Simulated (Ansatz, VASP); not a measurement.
**Sb in VASP and in Ansatz**

```
Sb
1.0
     3.04124    0.00000    0.00000
     0.00000    3.04124    0.00000
     0.00000    0.00000    3.04124
Sb
1
Cartesian
  0.0000 0.0000 0.0000
```

Alike in both runs: functional LDA; k mesh 14 × 14 × 14; occupations gaussian, width 0.1 eV; no spin polarisation.

Ansatz relaxed the structure, and its values are those at the end. VASP's run is a single point on that final structure, the one shown.

```csv
,VASP,Ansatz
version,VASP 6.6.1,Ansatz 0.2.0
potentials or method,"VASP PAW LDA potentials, release 64 (Sb), cutoff 500 eV","scalar-relativistic, plane waves, PAW"
valence electrons in the cell,5,15
```

```tsv
	VASP	Ansatz	Ansatz less VASP
gap on the k mesh at the Fermi level (eV)	none	none	-
pressure (GPa)	0.2	0.0	-0.24
```

LDA's correlation is that of Perdew and Zunger in VASP and of Perdew and Wang (1992) in Ansatz. A gap of «none» marks a metal or a gap that the smearing closes. VASP's potentials hold 5 valence electrons a cell and Ansatz's 15, so a difference there can come from the potentials and not from the codes.

Spin-orbit coupling is off throughout.
